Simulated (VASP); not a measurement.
## Tc: relaxation of cell and atoms with LDA

Tc:

```
Tc
1.0
     2.72000    0.00000    0.00000
    -1.36000    2.35559    0.00000
     0.00000    0.00000    4.44176
Tc
2
Direct
  0.33333 0.66667 0.25000
  0.66667 0.33333 0.75000
```

```yaml
Program: VASP 6.6.1
Task: relaxation of cell and atoms
Functional: LDA
Potentials_or_basis: VASP PAW LDA potentials, release 64 (Tc_pv)
Cutoff: 600 eV
k_mesh: 9 × 9 × 5
Occupations: fermi-dirac, width 0.1 eV
Spin: no spin polarisation
Dipole_correction: no
Further_INCAR_settings: ALGO = Normal; EDIFF = 1e-07; IBRION = 2; EDIFFG = -0.02; NSW = 80; ISIF = 3
```

The relaxed volume is 13.80 Å³/atom and the relaxed cell is a = 2.712 Å, b = 2.712 Å, c = 4.331 Å, α = 90.00°, β = 90.00°, γ = 120.00°. The space group after relaxing (to 0.05 Å) is P6_3/mmc (No. 194). The energy gained by relaxing is 19.7 meV/atom, the ionic steps are 6 and the pressure after relaxing is 0.0 GPa. The band gap on the k mesh is zero (band 13 reaches 14.18 eV, above the bottom of band 14 at 11.82 eV).

Step by step:
| step | energy change (eV) | largest force (eV/Å) | pressure (GPa) | volume (Å³) |
| --- | --- | --- | --- | --- |
| 1 | 0.0000 | 0.0000 | -9.80 | 28.46 |
| 2 | 0.2777 | 0.0000 | 41.69 | 25.01 |
| 3 | -0.0354 | 0.0000 | 0.46 | 27.56 |
| 4 | -0.0355 | 0.0000 | 0.97 | 27.51 |
| 5 | -0.0378 | 0.0000 | -0.57 | 27.64 |
| 6 | -0.0394 | 0.0000 | 0.00 | 27.59 |

Final structure:
```cif
data_structure
_symmetry_space_group_name_H-M 'P 1'
_symmetry_Int_Tables_number 1
_cell_length_a 2.7123
_cell_length_b 2.7123
_cell_length_c 4.3312
_cell_angle_alpha 90.000
_cell_angle_beta 90.000
_cell_angle_gamma 120.000
_cell_volume 27.59
loop_
_atom_site_label
_atom_site_type_symbol
_atom_site_fract_x
_atom_site_fract_y
_atom_site_fract_z
_atom_site_occupancy
Tc1 Tc 0.33333 0.66667 0.25000 1
Tc2 Tc 0.66667 0.33333 0.75000 1
```

Levels at points of the mesh, in eV from the Fermi level:
| k point | band 11 | band 12 | band 13 | band 14 | band 15 | band 16 |
| --- | --- | --- | --- | --- | --- | --- |
| (0.00, 0.00, 0.00) | -1.61 | -0.95 | -0.95 | -0.26 | -0.26 | 1.80 |

It took 65 s on 1 thread of Intel(R) Xeon(R) Platinum 8259CL CPU @ 2.50GHz (Skylake/Cascade Lake) (shared host), peak memory 0.15 GiB.
